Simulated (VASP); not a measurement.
# RbCaBr3 in VASP: notebook, part 2 of 2

VASP 6.6.1. The steps go on from the part before.

### Step 3. Single point, LDA (strain +0.030 along x and y, +0.030 along z)

INCAR reads:

```
PREC = Accurate
ENCUT = 520
EDIFF = 1E-7
ISMEAR = 0
SIGMA = 0.05
LREAL = False
LASPH = True
NELM = 100
ALGO = Normal
ISIF = 2
LWAVE = False
LCHARG = False
GGA = CA
NBANDS = 28
```

KPOINTS reads:

```
regular mesh
0
Gamma
  4 4 4
```

POSCAR reads:

```
RbCaBr3
1.0
    5.9087907000      0.0000000000      0.0000000000
    0.0000000000      5.9087907000      0.0000000000
    0.0000000000      0.0000000000      5.9087907000
Rb Ca Br
1 1 3
Direct
    0.5000000000      0.5000000000      0.5000000000
    0.0000000000      0.0000000000      0.0000000000
    0.5000000000      0.0000000000      0.0000000000
    0.0000000000      0.5000000000      0.0000000000
    0.0000000000      0.0000000000      0.5000000000
```

Potentials or basis: VASP PAW LDA potentials, release 64 (Rb_sv, Ca_sv, Br).

Launch:

```
cat potpaw_LDA.64/Rb_sv/POTCAR potpaw_LDA.64/Ca_sv/POTCAR potpaw_LDA.64/Br/POTCAR > POTCAR
mpirun -np 1 vasp_std > vasp.out
```

OUTCAR:

```text
PREC = Accurate
   ENCUT = 520
   EDIFF = 1E-7
   ISMEAR = 0
   LREAL = False
   LASPH = True
   NELM = 100
   ISIF = 2
   GGA = CA

 ion  position               nearest neighbor table
   1  0.500  0.500  0.500-   3 4.18   4 4.18   5 4.18   3 4.18   4 4.18   3 4.18   5 4.18   3 4.18
                             4 4.18   5 4.18   4 4.18   5 4.18
   2  0.000  0.000  0.000-   3 2.95   4 2.95   5 2.95   5 2.95   4 2.95   3 2.95
   3  0.500  0.000  0.000-   2 2.95   2 2.95   1 4.18   1 4.18   1 4.18   1 4.18
   4  0.000  0.500  0.000-   2 2.95   2 2.95   1 4.18   1 4.18   1 4.18   1 4.18
   5  0.000  0.000  0.500-   2 2.95   2 2.95   1 4.18   1 4.18   1 4.18   1 4.18

  LATTYP: Found a simple cubic cell.
[... 496 lines left out ...]
  -------------------------------------------------------------------------------------
  Total       -4.3467363     -4.3467363     -4.3467363      0.0000000      0.0000000      0.0000000
  in kB      -33.7581050    -33.7581050    -33.7581050      0.0000000      0.0000000      0.0000000
  external PRESSURE =     -33.7581050 kB  Pullay stress =       0.0000000 kB

 VOLUME and BASIS-vectors are now :
 -----------------------------------------------------------------------------
  energy-cutoff  :      520.00
  volume of cell :      206.30
      direct lattice vectors                 reciprocal lattice vectors
     5.908790700  0.000000000  0.000000000     0.169239367  0.000000000  0.000000000
     0.000000000  5.908790700  0.000000000     0.000000000  0.169239367  0.000000000
     0.000000000  0.000000000  5.908790700     0.000000000  0.000000000  0.169239367

 POSITION                                       TOTAL-FORCE (eV/Angst)
 -----------------------------------------------------------------------------------
      2.95440      2.95440      2.95440         0.000000      0.000000      0.000000
      0.00000      0.00000      0.00000         0.000000      0.000000      0.000000
      2.95440      0.00000      0.00000         0.000000      0.000000      0.000000
      0.00000      2.95440      0.00000         0.000000      0.000000      0.000000
      0.00000      0.00000      2.95440         0.000000      0.000000      0.000000
 -----------------------------------------------------------------------------------
    total drift:                                0.000000     -0.000000      0.000000

  FREE ENERGIE OF THE ION-ELECTRON SYSTEM (eV)
  ---------------------------------------------------
  free  energy   TOTEN  =       -18.8513550657 eV

  energy  without entropy=      -18.8513550657  energy(sigma->0) =      -18.85135507
```

It took 27 s on 1 thread of Intel Xeon 6975P-C (Granite Rapids), shared host; peak memory 0.28 GiB.

What came out:

```
Free energy            : -18.8514 eV
Pressure               : -3.4 GPa
Band gap on the k mesh : 3.52 eV, indirect (least direct gap 3.81 eV)
```

Levels at points of the mesh, in eV from the valence-band top:
| k point | band 17 | band 18 | band 19 | band 20 | band 21 | band 22 | band 23 | band 24 |
| --- | --- | --- | --- | --- | --- | --- | --- | --- |
| (0.00, 0.00, 0.00) | -0.47 | -0.29 | -0.29 | -0.29 | 3.52 | 4.54 | 4.54 | 4.54 |
| (0.50, 0.00, 0.00) | -0.76 | -0.60 | -0.38 | -0.38 | 4.65 | 4.97 | 5.39 | 5.40 |
| (0.50, 0.50, 0.00) | -0.79 | -0.76 | -0.76 | -0.01 | 5.41 | 5.43 | 5.43 | 5.89 |
| (0.50, 0.50, 0.50) | -1.27 | 0.00 | 0.00 | 0.00 | 5.16 | 5.88 | 5.88 | 5.88 |

Caveat: the cell differs from its parent crystal (strain +0.030 along x and y, +0.030 along z). A k mesh can miss the band edges.

### Step 4. Single point, LDA (strain -0.030 along x and y, -0.015 along z)

INCAR reads:

```
SYSTEM = RbCaBr3
ALGO = Normal
EDIFF = 1E-6
ENCUT = 520
GGA = CA
ISIF = 2
ISMEAR = 0
LASPH = .TRUE.
LCHARG = .FALSE.
LREAL = .FALSE.
LWAVE = .FALSE.
NBANDS = 28
NELM = 80
PREC = Accurate
SIGMA = 0.05
```

KPOINTS reads:

```
k-points
0
G
  4 4 4
  0 0 0
```

Edit POSCAR of step 3 so:

```diff
@@ -2,5 +2,5 @@
 1.0
-    5.9087907000      0.0000000000      0.0000000000
-    0.0000000000      5.9087907000      0.0000000000
-    0.0000000000      0.0000000000      5.9087907000
+    5.5645893000      0.0000000000      0.0000000000
+    0.0000000000      5.5645893000      0.0000000000
+    0.0000000000      0.0000000000      5.6506396500
 Rb Ca Br
```

Launch:

```
cat potpaw_LDA.64/Rb_sv/POTCAR potpaw_LDA.64/Ca_sv/POTCAR potpaw_LDA.64/Br/POTCAR > POTCAR
mpirun -np 1 vasp_std > vasp.out
```

It took 36 s on 1 thread of Intel Xeon 6975P-C (Granite Rapids), shared host; peak memory 0.26 GiB.

The run converged. Its results:

```
Free energy            : -19.3173 eV
Pressure               : -1.0 GPa
Band gap on the k mesh : 3.80 eV, indirect (least direct gap 4.12 eV)
```

Stress tensor (GPa, compression positive):
```
-0.81  0.00  0.00
 0.00 -0.81  0.00
 0.00  0.00 -1.46
```

Levels at points of the mesh, in eV from the valence-band top:
| k point | band 16 | band 17 | band 18 | band 19 | band 20 | band 21 | band 22 | band 23 | band 24 | band 25 |
| --- | --- | --- | --- | --- | --- | --- | --- | --- | --- | --- |
| (0.00, 0.00, 0.00) | -0.65 | -0.65 | -0.32 | -0.31 | -0.31 | 3.80 | 4.52 | 4.52 | 4.52 | 5.75 |
| (0.50, 0.00, 0.00) | -1.07 | -1.06 | -0.85 | -0.47 | -0.47 | 4.70 | 5.59 | 5.80 | 5.82 | 5.86 |
| (0.50, 0.50, 0.00) | -1.13 | -1.13 | -0.99 | -0.99 | -0.02 | 5.87 | 5.87 | 5.95 | 6.44 | 6.67 |
| (0.00, 0.00, 0.50) | -1.01 | -1.01 | -0.85 | -0.45 | -0.45 | 4.68 | 5.66 | 5.72 | 5.72 | 5.78 |
| (0.50, 0.00, 0.50) | -1.11 | -1.07 | -1.02 | -1.02 | -0.05 | 5.78 | 5.85 | 6.05 | 6.39 | 6.69 |
| (0.50, 0.50, 0.50) | -1.56 | -1.51 | -0.03 | -0.03 | 0.00 | 5.25 | 6.08 | 6.08 | 6.08 | 6.53 |

Caveat: the cell differs from its parent crystal (strain -0.030 along x and y, -0.015 along z). A k mesh can miss the band edges.

### Step 5. Single point, LDA (strain -0.030 along x and y, +0.000 along z)

INCAR reads:

```
  ALGO = Normal
  EDIFF = 1E-6
  ENCUT = 520
  ISIF = 2
  ISMEAR = 0
  LASPH = T
  LCHARG = F
  LREAL = F
  LWAVE = F
  NBANDS = 28
  NELM = 100
  PREC = Accurate
  SIGMA = 0.05
```

KPOINTS reads:

```
k-points
0
Gamma
  4 4 4
```

Edit POSCAR of step 4 so:

```diff
@@ -4,3 +4,3 @@
     0.0000000000      5.5645893000      0.0000000000
-    0.0000000000      0.0000000000      5.6506396500
+    0.0000000000      0.0000000000      5.7366900000
 Rb Ca Br
```

Launch:

```
cat potpaw_LDA.64/Rb_sv/POTCAR potpaw_LDA.64/Ca_sv/POTCAR potpaw_LDA.64/Br/POTCAR > POTCAR
mpirun -np 1 vasp_std > vasp.out
```

Wall time 44 s (1 thread of Intel Xeon 6975P-C (Granite Rapids), shared host); peak memory 0.27 GiB.

The run converged. Its results:

```
Free energy            : -19.2880 eV
Pressure               : -1.3 GPa
Band gap on the k mesh : 3.75 eV, indirect (least direct gap 4.09 eV)
```

Stress tensor (GPa, compression positive):
```
-0.91  0.00  0.00
 0.00 -0.91  0.00
 0.00  0.00 -2.09
```

Levels at points of the mesh, in eV from the valence-band top:
```csv
k point,band 18,band 19,band 20,band 21,band 22,band 23
"(0.00, 0.00, 0.00)",-0.34,-0.33,-0.33,3.75,4.51,4.52
"(0.50, 0.00, 0.00)",-0.85,-0.49,-0.48,4.70,5.47,5.77
"(0.50, 0.50, 0.00)",-0.96,-0.96,-0.01,5.82,5.86,5.86
"(0.00, 0.00, 0.50)",-0.84,-0.46,-0.46,4.65,5.62,5.62
"(0.50, 0.00, 0.50)",-1.02,-1.02,-0.08,5.68,5.81,6.01
"(0.50, 0.50, 0.50)",-0.06,-0.06,0.00,5.22,6.04,6.04
```

Caveat: the cell differs from its parent crystal (strain -0.030 along x and y, +0.000 along z). A k mesh can miss the band edges.

### Step 6. Summary

```tsv
cell	gap on the mesh (eV)	pressure (GPa)
a = 5.565 Å, 5 atoms	3.85	-0.7
a = 5.909 Å, 5 atoms	3.52	-3.4
a = 5.565, b = 5.565, c = 5.651 Å, 5 atoms	3.80	-1.0
a = 5.565, b = 5.565, c = 5.737 Å, 5 atoms	3.75	-1.3
```

Alike in all rows: task single point; level LDA; potentials or basis VASP PAW LDA potentials, release 64 (Rb_sv, Ca_sv, Br); no spin polarisation; k mesh 4 × 4 × 4; cutoff (eV) 520; smearing gaussian 0.05 eV.

Total energies depend on the potentials used, so only differences within one code and one set of settings carry meaning.
